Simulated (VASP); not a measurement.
Wanted: the native input for a VASP 6.6.1 run.

- Task: relaxation of the atoms
- Functional: PBE
- Dispersion: D3(BJ)
- Potentials or basis: VASP PAW PBE potentials, release 64 (S, Pt)
- Cutoff: 520 eV
- k mesh: 9 × 9 × 1
- Occupations: gaussian, width 0.05 eV
- Spin: no spin polarisation
- Dipole correction: yes
- Atoms held fixed (from 0): [0]
- Further INCAR settings: ALGO = Normal; EDIFF = 1e-06; IBRION = 2; EDIFFG = -0.003; NSW = 40
- Atoms held along some axes (from 0): atom 1 along a and b; atom 2 along a and b; atom 3 along a and b; atom 4 along a and b; atom 5 along a and b

The structure of PtS2 lies in POSCAR:

```
PtS2
1.0
    3.5414392908      0.0000000000      0.0000000000
   -1.7707196454      3.0669763918      0.0000000000
    0.0000000000      0.0000000000     22.4671527902
S Pt
4 2
Selective dynamics
Direct
    0.6666666667      0.3333333333      0.2002924021  F F F
    0.3333333333      0.6666666667      0.3106223184  F F T
    0.6666666667      1.3333333333      0.4481715058  F F T
    1.0000000000      1.0000000000      0.5585010693  F F T
    0.0000000000      0.0000000000      0.2556508457  F F T
    1.3333333333      1.6666666667      0.5031434021  F F T
```

This cell differs from its parent crystal: layers slid over each other.

The input as run:

INCAR

```
SYSTEM = PtS2
PREC = Accurate ; ENCUT = 520
EDIFF = 1E-6 ; ISMEAR = 0
SIGMA = 0.05 ; LREAL = .False.
LASPH = .True. ; NELM = 60
ALGO = Normal ; ISIF = 2
LWAVE = .False. ; LCHARG = .False.
LDIPOL = .True. ; IDIPOL = 3
DIPOL = 0.5 0.5 0.379 ; GGA = PE
IVDW = 12 ; IBRION = 2
NSW = 40 ; EDIFFG = -0.003
```

KPOINTS

```
regular mesh
0
Gamma
  9 9 1
  0 0 0
```

Potentials or basis: VASP PAW PBE potentials, release 64 (S, Pt).

Command:

```sh
$ cat potpaw_PBE.64/S/POTCAR potpaw_PBE.64/Pt/POTCAR > POTCAR
$ mpirun -np 1 vasp_std > vasp.out
```

It gave:

| Item | Value |
| --- | --- |
| Energy gained by relaxing | 5.5 meV/atom |
| Ionic steps | 29 |
| Band gap on the k mesh | 1.13 eV (least direct gap 1.41 eV) |
| Dispersion energy per atom | -0.342 eV |

Caveat: the cell differs from its parent crystal (layers slid over each other); spin-orbit coupling is left out, which moves the levels of the heavy elements.

Wall time 31 min on 1 thread of Intel Xeon 8259CL, with other jobs on the host, peak memory 0.42 GiB.
